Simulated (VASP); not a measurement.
Crystal: ZnO.

```
Zn O
1.0
     5.60857    0.00000    0.00000
     0.00000    5.60857    0.00000
     0.00000    0.00000    3.27897
Zn O
4 4
Direct
  0.18167 0.18167 0.50000
  0.81833 0.81833 0.50000
  0.68167 0.31833 0.00000
  0.31833 0.68167 0.00000
  0.81844 0.18156 0.50000
  0.18156 0.81844 0.50000
  0.68156 0.68156 0.00000
  0.31844 0.31844 0.00000
```

* Program: VASP 6.6.1
* Task: relaxation of cell and atoms
* Functional: PBEsol
* Potentials or basis: VASP PAW PBE potentials, release 64 (Zn, O)
* Cutoff: 600 eV
* k mesh: 4 × 4 × 8
* Occupations: fermi-dirac, width 0.02 eV
* Spin: no spin polarisation

At the start: pressure -5.0 GPa; volume 12.89 Å³/atom.

Question: Where does the relaxation end?

Answer: Over 17 steps the energy falls by 7.9 meV/atom and the volume is 12.39 Å³/atom (-3.9 %); space group P4_2/mnm (No. 136, to 0.05 Å).

The path:
| step | energy change (eV) | largest force (eV/Å) | pressure (GPa) | volume (Å³) |
| --- | --- | --- | --- | --- |
| 1 | 0.0000 | 0.0305 | -4.97 | 103.14 |
| 2 | -0.0459 | 0.0244 | 2.79 | 97.29 |
| 3 | -0.0627 | 0.0041 | 0.02 | 99.23 |
| 4 | -0.0627 | 0.0035 | -0.09 | 99.31 |
| 5 | -0.0629 | 0.0185 | -0.18 | 99.29 |
| 6 | -0.0629 | 0.0298 | -0.09 | 99.27 |
| 7 | -0.0631 | 0.0238 | -0.08 | 99.22 |
| 8 | -0.0633 | 0.0070 | 0.07 | 99.04 |
| 9 | -0.0633 | 0.0051 | 0.14 | 99.02 |
| 10 | -0.0633 | 0.0061 | 0.18 | 99.03 |
| 11 | -0.0633 | 0.0075 | 0.07 | 99.04 |
| 12 | -0.0633 | 0.0010 | 0.10 | 99.09 |
| 13 | -0.0632 | 0.0171 | -0.13 | 99.24 |
| 14 | -0.0633 | 0.0061 | -0.05 | 99.14 |
| 15 | -0.0633 | 0.0041 | 0.00 | 99.12 |
| 16 | -0.0633 | 0.0027 | 0.05 | 99.11 |
| 17 | -0.0633 | 0.0042 | -0.02 | 99.12 |

Final structure:
```
Zn O
1.0
     5.52615    0.00000    0.00000
     0.00000    5.52615    0.00000
     0.00000    0.00000    3.24562
Zn O
4 4
Cartesian
  1.0059 1.0059 1.6228
  4.5203 4.5203 1.6228
  3.7690 1.7572 0.0000
  1.7572 3.7690 0.0000
  4.5212 1.0049 1.6228
  1.0049 4.5212 1.6228
  3.7680 3.7680 0.0000
  1.7582 1.7582 0.0000
```

Caveat: the PAW data sets were made with another functional, which shifts forces and pressure a little.
